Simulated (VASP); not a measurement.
The system is SrO.

```
CELL_PARAMETERS angstrom
0.00000 2.79217 2.79217
2.79217 0.00000 2.79217
2.79217 2.79217 0.00000
ATOMIC_POSITIONS crystal
Sr 0.00000 0.00000 0.00000
O 0.25000 0.25000 0.25000
```

Base run:

```yaml
Program: VASP 6.6.1
Functional: r2SCAN
Potentials_or_basis: VASP PAW PBE potentials, release 64 (Sr_sv, O)
Cutoff: 520 eV
k_mesh: 8 × 8 × 8
Occupations: gaussian, width 0.05 eV
Spin: no spin polarisation
```

Its results: band gap on the k mesh 2.90 eV, indirect (least direct gap 3.75 eV); pressure 0.5 GPa.

Task: The run is repeated on the same cell with these changes: further incar settings from ALGO = Normal; EDIFF = 1e-07; NBANDS = 15 to ALGO = Normal; EDIFF = 1e-06; NBANDS = 15; dispersion from none to D3(BJ). What comes out?

Result: Band gap on the k mesh 2.90 eV, indirect (least direct gap 3.75 eV); pressure -0.2 GPa.

Caveats: the PAW data sets were made with another functional, which shifts forces and pressure a little.

A k mesh can miss the band edges.
